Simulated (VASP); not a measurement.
Input of a VASP 6.6.1 run:

File INCAR:

```
SYSTEM = Ga
PREC = Accurate
ENCUT = 520
EDIFF = 1E-6
ISMEAR = -1
SIGMA = 0.05
LREAL = .False.
LASPH = .True.
NELM = 100
ALGO = Normal
ISIF = 2
LWAVE = .False.
LCHARG = .False.
GGA = PS
NBANDS = 20
```

Contents of KPOINTS:

```
regular mesh
0
Gamma
  8 8 7
  0 0 0
```

The input POSCAR:

```
Ga
1.0
    1.4355000000     -4.0243500000      0.0000000000
    1.4355000000      4.0243500000      0.0000000000
    0.0000000000      0.0000000000      3.1700000000
Ga
2
Direct
    0.1330000000      0.8670000000      0.7500000000
    0.8670000000      0.1330000000      0.2500000000
```

Potentials or basis: VASP PAW PBE potentials, release 64 (Ga_d).

Launch:

```console
$ cat potpaw_PBE.64/Ga_d/POTCAR > POTCAR
$ mpirun -np 1 vasp_std > vasp.out
```

(1) What does it give for the band gap on the k mesh?

(2) Estimate the pressure.

(3) Estimate the largest force.

## Answers

(1) zero (band 13 reaches 10.71 eV, above the bottom of band 14 at 2.29 eV).

(2) -0.9 GPa.

(3) 0.217 eV/Å.

Caveat: the PAW data sets were made with another functional, which shifts forces and pressure a little.
